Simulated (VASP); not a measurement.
A run of VASP 6.6.1 is set up as follows.

File INCAR:

```
PREC     = Accurate       # precision mode
ENCUT    = 600            # plane-wave cutoff, eV
EDIFF    = 1E-6           # SCF threshold, eV
ISMEAR   = 0              # smearing method
SIGMA    = 0.02           # smearing width, eV
LREAL    = False          # projectors in reciprocal space
LASPH    = True           # aspherical terms in the spheres
NELM     = 100            # most SCF steps
ALGO     = Normal         # electronic algorithm
ISIF     = 3              # what is computed and relaxed
LWAVE    = False          # write WAVECAR
LCHARG   = False          # write CHGCAR
GGA      = PE             # functional
IBRION   = 2              # ionic algorithm
NSW      = 100            # ionic steps
EDIFFG   = -0.01          # ionic threshold
```

File KPOINTS:

```
regular mesh
0
Gamma
  6 6 4
```

POSCAR

```
KI
1.0
    6.0888820102      0.0000000000      0.0000000000
   -3.0444410051      5.2731265014      0.0000000000
    0.0000000000      0.0000000000      7.1196570644
K I
2 2
Direct
    0.3333333333      0.6666666667      0.9365774251
    0.6666666667      0.3333333333      0.4365774251
    0.3333333333      0.6666666667      0.4365575049
    0.6666666667      0.3333333333      0.9365575049
```

Potentials or basis: VASP PAW PBE potentials, release 64 (K_sv, I).

Command:

```console
$ cat potpaw_PBE.64/K_sv/POTCAR potpaw_PBE.64/I/POTCAR > POTCAR
$ mpirun -np 1 vasp_std > vasp.out
```

(1) Predict the band gap on the k mesh.

Results:

(1) 3.75 eV, direct.

Caveat: the relaxation stopped at its first step, so nothing moved; spin-orbit coupling is left out, which moves the levels of the heavy elements.
